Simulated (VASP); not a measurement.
# K3C (I4/mmm) in VASP: notebook

The runs below take K3C through single point, with PBE.

All numbers are computed with VASP 6.6.1; they aren't measurements. Logs are shortened: lines on timing, memory, paths and dates and some standing lists are left out, and cuts for length are marked.

## (1) The cell of the first run

Symmetry: I4/mmm, No. 139, tetragonal system. Conventional cell: a = 5.318 Å, b = 5.318 Å, c = 10.706 Å, α = 90.00°, β = 90.00°, γ = 90.00°. Within 4.9 Å of K (site symmetry -4m2) lie 8 K at 3.76 to 3.77 Å and 4 C at 3.77 Å. K (site symmetry 4/mmm) has 4 C at 3.76 Å and 8 K at 3.77 Å within 4.9 Å. Within 4.9 Å of C (site symmetry 4/mmm) lie 12 K at 3.76 to 3.77 Å.

## (2) Single point, PBE

The input, INCAR:

```
PREC = Accurate ; ENCUT = 520
EDIFF = 1E-6 ; ISMEAR = 0
SIGMA = 0.1 ; LREAL = F
LASPH = T ; NELM = 80
ALGO = Normal ; ISIF = 2
LWAVE = F ; LCHARG = F
GGA = PE ; NBANDS = 24
```

The input, KPOINTS:

```
Automatic mesh
0
Gamma
  4 4 4
```

The input, POSCAR:

```
K3C
1.0
   -2.6587585700      2.6587585700      5.3531901300
    2.6587585700     -2.6587585700      5.3531901300
    2.6587585700      2.6587585700     -5.3531901300
K C
3 1
Direct
    0.7500000000      0.2500000000      0.5000000000
    0.2500000000      0.7500000000      0.5000000000
    0.5000000000      0.5000000000      0.0000000000
    0.0000000000      0.0000000000      0.0000000000
```

Potentials or basis: VASP PAW PBE potentials, release 64 (K_sv, C).

Started as:

```console
> cat potpaw_PBE.64/K_sv/POTCAR potpaw_PBE.64/C/POTCAR > POTCAR
> mpirun -np 1 vasp_std > vasp.out
```

OUTCAR:

```text
PREC = Accurate
   ENCUT = 520
   EDIFF = 1E-6
   ISMEAR = 0
   LREAL = F
   LASPH = T
   NELM = 80
   ISIF = 2
   GGA = PE

 ion  position               nearest neighbor table
   1  0.750  0.250  0.500-   2 3.76   2 3.76   2 3.76   2 3.76   3 3.77   3 3.77   3 3.77   3 3.77

   2  0.250  0.750  0.500-   1 3.76   1 3.76   1 3.76   1 3.76   3 3.77   3 3.77   3 3.77   3 3.77

   3  0.500  0.500  0.000-   2 3.77   1 3.77   1 3.77   2 3.77   1 3.77   2 3.77   2 3.77   1 3.77

   4  0.000  0.000  0.000-

  LATTYP: Found a body centered tetragonal cell.
 ALAT       =     5.3175171400
 C/A-ratio  =     2.0134171603

  Lattice vectors:

 A1 = (  -2.6587585700,   2.6587585700,   5.3531901300)
 A2 = (   2.6587585700,  -2.6587585700,   5.3531901300)
 A3 = (   2.6587585700,   2.6587585700,  -5.3531901300)

Analysis of symmetry for initial positions (statically):
=====================================================================
 Subroutine PRICEL returns:
 Original cell was already a primitive cell.

 Routine SETGRP: Setting up the symmetry group for a
 body centered tetragonal supercell.

 Subroutine GETGRP returns: Found 16 space group operations
 (whereof 16 operations were pure point group operations)
 out of a pool of 16 trial point group operations.

The static configuration has the point symmetry D_4h.

Analysis of symmetry for dynamics (positions and initial velocities):
=====================================================================
 Subroutine PRICEL returns:
 Original cell was already a primitive cell.

 Routine SETGRP: Setting up the symmetry group for a
 body centered tetragonal supercell.

 Subroutine GETGRP returns: Found 16 space group operations
 (whereof 16 operations were pure point group operations)
 out of a pool of 16 trial point group operations.

The dynamic configuration has the point symmetry D_4h.

 Subroutine INISYM returns: Found 16 space group operations
 (whereof 16 operations are pure point group operations),
 and found     1 'primitive' translations

----------------------------------------------------------------------------------------

                                     Primitive cell

  volume of cell :     151.3667

  direct lattice vectors                    reciprocal lattice vectors
    -2.658758570  2.658758570  5.353190130     0.000000000  0.188057692  0.093402249
     2.658758570 -2.658758570  5.353190130     0.188057692  0.000000000  0.093402249
     2.658758570  2.658758570 -5.353190130     0.188057692  0.188057692  0.000000000

  length of vectors
     6.541761142  6.541761142  6.541761142     0.209975417  0.209975417  0.265953738

  position of ions in fractional coordinates (direct lattice)
     0.750000000  0.250000000  0.500000000
     0.250000000  0.750000000  0.500000000
     0.500000000  0.500000000  0.000000000
     0.000000000  0.000000000  0.000000000

  ion indices of the primitive-cell ions
   primitive index   ion index
                 1           1
                 2           2
                 3           3
                 4           4

----------------------------------------------------------------------------------------

 KPOINTS: Automatic mesh

Automatic generation of k-mesh.
 Grid dimensions read from file:
 generate k-points for:    4    4    4

 Generating k-lattice:

  Cartesian coordinates                     Fractional coordinates (reciprocal lattice)
     0.000000000  0.047014423  0.023350562     0.250000000 -0.000000000  0.000000000
     0.047014423  0.000000000  0.023350562    -0.000000000  0.250000000  0.000000000
     0.047014423  0.047014423  0.000000000     0.000000000  0.000000000  0.250000000

  Length of vectors
     0.052493854  0.052493854  0.066488435

  Shift w.r.t. Gamma in fractional coordinates (k-lattice)
     0.000000000  0.000000000  0.000000000

 Subroutine IBZKPT returns following result:
 ===========================================

 Found     13 irreducible k-points:

 Following reciprocal coordinates:
            Coordinates               Weight
  0.000000  0.000000  0.000000      1.000000
  0.250000 -0.000000  0.000000      8.000000
  0.500000 -0.000000  0.000000      4.000000
  0.250000  0.250000  0.000000      8.000000
  0.500000  0.250000  0.000000     16.000000
 -0.250000  0.250000  0.000000      4.000000
  0.500000  0.500000  0.000000      2.000000
  0.250000  0.250000  0.250000      2.000000
 -0.250000  0.250000  0.250000      4.000000
  0.500000  0.500000  0.250000      4.000000
 -0.250000  0.500000  0.250000      8.000000
 -0.250000 -0.250000  0.250000      2.000000
  0.500000  0.500000  0.500000      1.000000
   k-points           NKPTS =     13   k-points in BZ     NKDIM =     13   number of bands    NBANDS=     24
   number of dos      NEDOS =    301   number of ions     NIONS =      4
   total plane-waves  NPLWV = 125000
   dimension x,y,z NGX =    50 NGY =   50 NGZ =   50
   dimension x,y,z NGXF=   100 NGYF=  100 NGZF=  100
   ions per type =               3   1
   NGX,Y,Z   is equivalent  to a cutoff of  12.71, 12.71, 12.71 a.u.
   NGXF,Y,Z  is equivalent  to a cutoff of  25.41, 25.41, 25.41 a.u.
 SYSTEM =  unknown system
   PREC   = accura    normal or accurate (medium, high low for compatibility)
   ISTART =      0    job   : 0-new  1-cont  2-samecut
   ICHARG =      2    charge: 1-file 2-atom 10-const
   ISPIN  =      1    spin polarized calculation?
   LNONCOLLINEAR =      F non collinear calculations
   LSORBIT =      F    spin-orbit coupling
   LASPH  =      T    aspherical Exc in radial PAW
   ENCUT  =  520.0 eV  38.22 Ry    6.18 a.u.  12.16 12.16 12.16*2*pi/ulx,y,z
   NELM   =     80;   NELMIN=  2; NELMDL= -5     # of ELM steps
   EDIFF  = 0.1E-05   stopping-criterion for ELM
   LREAL  =      F    real-space projection
   EDIFFG = 0.1E-04   stopping-criterion for IOM
   NSW    =      0    number of steps for IOM
   IBRION =     -1    ionic relax: 0-MD 1-quasi-New 2-CG
   NFREE  =      0    steps in history (QN), initial steepest desc. (CG)
   ISIF   =      2    stress and relaxation
   ISYM   =      2    0-nonsym 1-usesym 2-fastsym
   POTIM  = 0.5000    time-step for ionic-motion
   TEBEG  =    0.0;   TEEND  =   0.0 temperature during run
   PSTRESS=    0.0 pullay stress
   NELECT =      31.0000    total number of electrons
   NUPDOWN=      -1.0000    fix difference up-down
   EMIN   =  10.00;   EMAX   =-10.00  energy-range for DOS
   EFERMI =   0.00;   METHOD = LEGACY
   ISMEAR =     0;   SIGMA  =   0.10  broadening in eV -4-tet -1-fermi 0-gaus
   EFERMI_NEDOS =   21; number of points for ismear=-14 and -15
   IALGO  =     38    algorithm
   IMIX   =      4    mixing-type and parameters
     AMIX     =   0.40;   BMIX     =  1.00
     AMIX_MAG =   1.60;   BMIX_MAG =  1.00
  volume/ion in A,a.u.               =      37.84       255.37
  Fermi-wavevector in a.u.,A,eV,Ry     =   0.964981  1.823549 12.669575  0.931188
  Thomas-Fermi vector in A             =   2.094658
   LORBIT       =      0    0 simple, 1 ext, 2 COOP (PROOUT), +10 PAW based schemes
   GGA     = PE    functional components
   LHFCALC =     F    Hartree Fock is set to
   AEXX    =    0.0000 exact exchange contribution
   IVDW    =     0    specifies the selected vdW correction
   LEPSILON=     F    determine dielectric tensor
   LRPA    =     F    only Hartree local field effects (RPA)
 non-spin polarized calculation
 Gauss-broadening in eV      SIGMA  =   0.10
  energy-cutoff  :      520.00
  volume of cell :      151.37
 maximum number of plane-waves:      4086
 NGX is ok and might be reduce to    50
   NGX = 25   NGY = 25   NGZ = 25

 number of electron      31.0000002 magnetization

 Free energy of the ion-electron system (eV)
  ---------------------------------------------------
  ext. energy  EPLUGINS =         0.00000000
  ---------------------------------------------------
  free energy    TOTEN  =        -6.79633550 eV

  energy without entropy =       -6.78223092  energy(sigma->0) =       -6.78928321

 E-fermi :   0.5826     XC(G=0):  -7.0974

 val. band max:        0.5205469422   @ k =  -0.2500   0.2500   0.0000
 cond. band min:       0.6845592573   @ k =  -0.2500   0.2500   0.2500
 fundamental gap:      0.1640123152
 Fermi energy:         0.5826402501

 k-point     1 :       0.0000    0.0000    0.0000
  band No.  band energies     occupation
      1     -31.3231      2.00000
      2     -31.2362      2.00000
      3     -31.2034      2.00000
      4     -15.0314      2.00000
      5     -14.8819      2.00000
      6     -14.8819      2.00000
[... 16 lines left out ...]
     23       4.2154      0.00000
     24       5.1507      0.00000

 k-point     2 :       0.2500   -0.0000    0.0000
  band No.  band energies     occupation
      1     -31.3181      2.00000
      2     -31.2344      2.00000
      3     -31.2099      2.00000
      4     -15.0305      2.00000
      5     -14.8601      2.00000
      6     -14.8491      2.00000
[... 16 lines left out ...]
     23       4.2988      0.00000
     24       4.8244      0.00000

 k-point     3 :       0.5000   -0.0000    0.0000
  band No.  band energies     occupation
      1     -31.3131      2.00000
      2     -31.2259      2.00000
      3     -31.2232      2.00000
      4     -15.0184      2.00000
      5     -14.8315      2.00000
      6     -14.8244      2.00000
[... 16 lines left out ...]
     23       4.6107      0.00000
     24       5.0389      0.00000
[... 217 lines left out ...]
 k-point    12 :      -0.2500   -0.2500    0.2500
  band No.  band energies     occupation
      1     -31.3174      2.00000
      2     -31.2419      2.00000
      3     -31.2034      2.00000
      4     -14.9965      2.00000
      5     -14.9142      2.00000
      6     -14.9142      2.00000
[... 16 lines left out ...]
     23       3.9925      0.00000
     24       5.3753      0.00000

 k-point    13 :       0.5000    0.5000    0.5000
  band No.  band energies     occupation
      1     -31.3107      2.00000
      2     -31.2486      2.00000
      3     -31.2035      2.00000
      4     -14.9500      2.00000
      5     -14.9370      2.00000
      6     -14.9370      2.00000
[... 16 lines left out ...]
     23       4.1732      0.00000
     24       5.5809      0.00000

------------------------ aborting loop because EDIFF is reached ----------------------------------------

  FORCE on cell =-STRESS in cart. coord.  units (eV):
  Direction    XX          YY          ZZ          XY          YZ          ZX
  --------------------------------------------------------------------------------------
  -------------------------------------------------------------------------------------
  Total       -0.8464166     -0.8464166     -1.5905128      0.0000000      0.0000000      0.0000000
  in kB       -8.9590980     -8.9590980    -16.8351615      0.0000000      0.0000000      0.0000000
  external PRESSURE =     -11.5844525 kB  Pullay stress =       0.0000000 kB

 VOLUME and BASIS-vectors are now :
 -----------------------------------------------------------------------------
  energy-cutoff  :      520.00
  volume of cell :      151.37
      direct lattice vectors                 reciprocal lattice vectors
    -2.658758570  2.658758570  5.353190130     0.000000000  0.188057692  0.093402249
     2.658758570 -2.658758570  5.353190130     0.188057692  0.000000000  0.093402249
     2.658758570  2.658758570 -5.353190130     0.188057692  0.188057692  0.000000000

 POSITION                                       TOTAL-FORCE (eV/Angst)
 -----------------------------------------------------------------------------------
      0.00000      2.65876      2.67660        -0.000000      0.000000      0.000000
      2.65876      0.00000      2.67660         0.000000     -0.000000     -0.000000
      0.00000      0.00000      5.35319        -0.000000     -0.000000      0.000000
      0.00000      0.00000      0.00000        -0.000000     -0.000000      0.000000
 -----------------------------------------------------------------------------------
    total drift:                               -0.000000      0.000000     -0.000000

  FREE ENERGIE OF THE ION-ELECTRON SYSTEM (eV)
  ---------------------------------------------------
  free  energy   TOTEN  =        -6.7963354964 eV

  energy  without entropy=       -6.7822309223  energy(sigma->0) =       -6.78928321
```

Run time: 38 s. Hardware: 1 thread of Intel Xeon Platinum 8481C at 2.70GHz (Sapphire Rapids), shared host; peak memory 0.34 GiB.

What came out:

| Item | Value |
| --- | --- |
| Free energy | -6.7963 eV |
| Pressure | -1.2 GPa |

Levels at points of the mesh, in eV from the Fermi level:
| k point | band 13 | band 14 | band 15 | band 16 | band 17 | band 18 |
| --- | --- | --- | --- | --- | --- | --- |
| (0.00, 0.00, 0.00) | -7.76 | -1.00 | -0.08 | 0.13 | 0.13 | 2.22 |
| (0.50, 0.00, 0.00) | -7.68 | -1.11 | -0.26 | 0.10 | 1.00 | 1.64 |
| (0.50, 0.50, 0.00) | -7.66 | -0.66 | -0.20 | -0.08 | 1.04 | 1.51 |
| (0.50, 0.50, 0.50) | -7.70 | -1.36 | 0.22 | 0.22 | 0.74 | 1.87 |

Caveat: the k points lie up to 0.42 Å⁻¹ apart.

## (3) Single point, PBE, collinear spin, ferromagnetic start

The input, INCAR:

```
SYSTEM = K3C
PREC = Accurate ; ENCUT = 520
EDIFF = 1E-6 ; ISMEAR = 0
SIGMA = 0.1 ; LREAL = .False.
LASPH = .True. ; NELM = 150
ALGO = Normal ; ISIF = 2
LWAVE = .False. ; LCHARG = .False.
ISPIN = 2 ; MAGMOM = 0 0 0 1
LORBIT = 11 ; GGA = PE
NBANDS = 28
```

The input, KPOINTS:

```
regular mesh
0
Gamma
  4 4 4
  0 0 0
```

POSCAR is that of step 2.

Potentials or basis: VASP PAW PBE potentials, release 64 (K_sv, C).

Started as:

```console
> cat potpaw_PBE.64/K_sv/POTCAR potpaw_PBE.64/C/POTCAR > POTCAR
> mpirun -np 1 vasp_std > vasp.out
```

It took 99 s on 1 thread of Intel Xeon Platinum 8481C at 2.70GHz (Sapphire Rapids), shared host; peak memory 0.47 GiB.

The run converged. Its results:

```
Free energy                                           : -6.9750 eV
Pressure                                              : -0.7 GPa
Net moment                                            : 1.24 μB per cell
Site moments                                          : K -0.01, -0.00; C +0.62 μB
Valence electrons inside the program's atomic spheres : K 7.56, 7.55; C 2.04
```

Stress tensor (GPa, compression positive):
```
-0.46  0.00  0.00
 0.00 -0.46  0.00
 0.00  0.00 -1.13
```

Levels at points of the mesh, in eV from the Fermi level:
Spin up:
| k point | band 13 | band 14 | band 15 | band 16 | band 17 | band 18 | band 19 | band 20 |
| --- | --- | --- | --- | --- | --- | --- | --- | --- |
| (0.00, 0.00, 0.00) | -8.76 | -1.26 | -0.84 | -0.84 | -0.72 | 1.91 | 2.05 | 2.92 |
| (0.50, 0.00, 0.00) | -8.68 | -1.76 | -0.93 | -0.87 | 0.78 | 1.21 | 2.59 | 3.14 |
| (0.50, 0.50, 0.00) | -8.67 | -1.46 | -1.12 | -0.73 | 0.85 | 1.25 | 2.36 | 2.39 |
| (0.50, 0.50, 0.50) | -8.71 | -1.77 | -0.78 | -0.78 | 0.52 | 1.35 | 1.99 | 2.05 |
Spin down:
```csv
k point,band 12,band 13,band 14,band 15,band 16,band 17,band 18,band 19
"(0.00, 0.00, 0.00)",-15.50,-7.19,-1.38,-0.04,0.62,0.62,1.80,1.91
"(0.50, 0.00, 0.00)",-15.49,-7.07,-1.21,-0.15,0.59,0.59,1.53,2.58
"(0.50, 0.50, 0.00)",-15.47,-7.05,-0.50,-0.04,0.19,0.55,1.11,2.09
"(0.50, 0.50, 0.50)",-15.52,-7.11,-1.63,0.29,0.74,0.74,1.88,2.05
```

Caveat: the k points lie up to 0.42 Å⁻¹ apart.
